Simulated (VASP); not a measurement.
Set up this calculation in VASP 6.6.1, as the native input.

```yaml
Task: single point
Functional: PBEsol
Potentials_or_basis: VASP PAW PBE potentials, release 64 (K_sv)
Cutoff: 520 eV
k_mesh: 9 × 9 × 4
Occupations: gaussian, width 0.1 eV
Spin: no spin polarisation
Dipole_correction: no
Further_INCAR_settings: ALGO = Fast; EDIFF = 1e-07; NBANDS = 26
```

The structure of K lies in POSCAR:

```
K
1.0
    5.0985946577      0.0000000000      0.0000000000
   -2.5492973289      4.4155124972      0.0000000000
    0.0000000000      0.0000000000     16.9665029596
K
4
Direct
    0.0000000000      0.0000000000      0.0000000000
    0.3333333300      0.6666666700      0.2500000000
    0.0000000000      0.0000000000      0.5000000000
    0.6666666700      0.3333333300      0.7500000000
```

This isn't the form of K at room conditions, which is bcc.

This cell differs from its parent crystal: Cs replaced by K, lengths x 0.899, strained.

One way to write it, as run:

INCAR

```
SYSTEM = K
PREC = Accurate ; ENCUT = 520
EDIFF = 1E-7 ; ISMEAR = 0
SIGMA = 0.1 ; LREAL = .FALSE.
LASPH = .TRUE. ; NELM = 60
ALGO = Fast ; ISIF = 2
LWAVE = .FALSE. ; LCHARG = .FALSE.
GGA = PS ; NBANDS = 26
```

KPOINTS

```
regular mesh
0
G
  9 9 4
  0 0 0
```

Potentials or basis: VASP PAW PBE potentials, release 64 (K_sv).

Command:

```sh
$ cat potpaw_PBE.64/K_sv/POTCAR > POTCAR
$ mpirun -np 1 vasp_std > vasp.out
```

Results of the run:

```yaml
Pressure: -0.6 GPa
Band_gap_on_the_k_mesh: zero (bands 18 and 19 overlap by 2.11 eV)
```

Caveat: the cell differs from its parent crystal (Cs replaced by K, lengths x 0.899, strained); the PAW data sets were made with another functional, which shifts forces and pressure a little.

Run time: 5.8 min on 1 thread of Intel(R) Xeon(R) 6975P-C (Granite Rapids), with other jobs on the host, peak memory 0.61 GiB.
